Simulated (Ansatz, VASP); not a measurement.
One calculation of Ti, two programs

```
CELL_PARAMETERS angstrom
3.18600 0.00000 0.00000
-1.59300 2.75915 0.00000
0.00000 0.00000 5.06088
ATOMIC_POSITIONS crystal
Ti 0.33333 0.66667 0.25000
Ti 0.66667 0.33333 0.75000
```

Change from the starting cell: strain +0.080 along x and y, +0.080 along z, atoms carried along.

Alike in both runs: task single point; functional PBEsol; k mesh 18 × 18 × 10; occupations gaussian, width 0.15 eV; no spin polarisation.

|  | VASP | Ansatz |
| --- | --- | --- |
| version | VASP 6.6.1 | Ansatz 0.2.0 |
| potentials or method | VASP PAW PBE potentials, release 64 (Ti_sv), cutoff 520 eV | scalar-relativistic, plane waves, PAW |
| valence electrons in the cell | 24 | 24 |

|  | VASP | Ansatz | Ansatz less VASP |
| --- | --- | --- | --- |
| gap on the k mesh at the Fermi level (eV) | none | none | - |
| pressure (GPa) | -19.9 | -20.0 | -0.12 |
| traceless stress, the component that is largest in VASP (GPa) | -0.41 | -0.42 | -0.017 |

VASP's potentials were made for PBE, not for PBEsol. A gap of «none» marks a metal or a gap that the smearing closes.
